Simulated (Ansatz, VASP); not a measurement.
Two plane-wave programs on PbSe

The input POSCAR:

```
PbSe
1.0
    0.0413749616      3.0991901589      3.0991901589
    3.0991901589      0.0413749616      3.0991901589
    3.0991901589      3.0991901589      0.0413749616
Pb Se
1 1
Direct
    0.0000000000      0.0000000000      0.0000000000
    0.5000000000      0.5000000000      0.5000000000
```

File INCAR.step1:

```
PREC = Accurate ; ENCUT = 520
ISMEAR = -1 ; SIGMA = 0.02
LREAL = False ; LASPH = True
NELM = 150 ; LNONCOLLINEAR = True
MAGMOM = 0 0 0 0 0 0 ; LSORBIT = True
GGA_COMPAT = False ; NBANDS = 32
GGA = PE ; ALGO = Normal
EDIFF = 1E-4 ; LWAVE = True
LCHARG = False
```

File INCAR.step2:

```
PREC = Accurate ; ENCUT = 520
EDIFF = 1E-6 ; ISMEAR = -1
SIGMA = 0.02 ; LREAL = False
LASPH = True ; NELM = 150
ALGO = Normal ; ISIF = 2
LWAVE = False ; LCHARG = True
LNONCOLLINEAR = True ; MAGMOM = 0 0 0 0 0 0
LORBIT = 11 ; LSORBIT = True
GGA_COMPAT = False ; LORBMOM = True
METAGGA = R2SCAN ; LMIXTAU = True
LVHAR = True ; NBANDS = 32
ISTART = 1
```

KPOINTS

```
Automatic mesh
0
Gamma
  8 8 8
```

Input for Ansatz:

```yaml
crystal:
  lattice:
    - [0.0413749616, 3.0991901589, 3.0991901589]
    - [3.0991901589, 0.0413749616, 3.0991901589]
    - [3.0991901589, 3.0991901589, 0.0413749616]
  atoms:
    - { symbol: Pb, position: [0.0, 0.0, 0.0] }
    - { symbol: Se, position: [0.5, 0.5, 0.5] }
kpoints:
  mp_grid: { grid: [8, 8, 8] }
  band_path:
    path:
      - [0.0, 0.0, 0.0]
      - [0.5, 0.0, 0.5]
      - [0.625, 0.25, 0.625]
      - [0.375, 0.375, 0.75]
      - [0.5, 0.5, 0.5]
      - [0.5, 0.25, 0.75]
      - [0.0, 0.0, 0.5]
    npoints: 1
hamiltonian:
  xc: r2scan
scf:
  occupations: { method: fermi_dirac, width: 0.02 }
  n_extra_bands: 8
magnetization:
  noncollinear: true
  spin_orbit: true
output:
  forces: true
  stress: true
  eigenvalues: true
  write_density: true
  write_potential: true
  elf: true
  volumetric_format: npy
```

Change from the starting cell: epitaxial_111 strain -1.0%.

Alike in both runs: task single point; functional r2SCAN; k mesh 8 × 8 × 8; occupations fermi-dirac, width 0.02 eV; non-collinear spin, spin-orbit coupling.

```csv
,VASP,Ansatz
version,VASP 6.6.1,Ansatz 0.2.0
potentials or method,"VASP PAW PBE potentials, release 64 (Pb_d, Se)","plane waves, PAW"
plane-wave cutoff (eV),520,500
valence electrons in the cell,20,30
```

|  | VASP | Ansatz | Ansatz less VASP |
| --- | --- | --- | --- |
| pressure (GPa) | 0.3 | 0.2 | -0.15 |
| traceless stress, the component that is largest in VASP (GPa) | -0.24 | -0.21 | +0.028 |
| net moment per atom (μB) | 0.00 | 0.00 | 0.000 |

VASP's potentials were made for PBE, not for r2SCAN. VASP's potentials hold 20 valence electrons a cell and Ansatz's 30, so a difference there can come from the potentials and not from the codes.
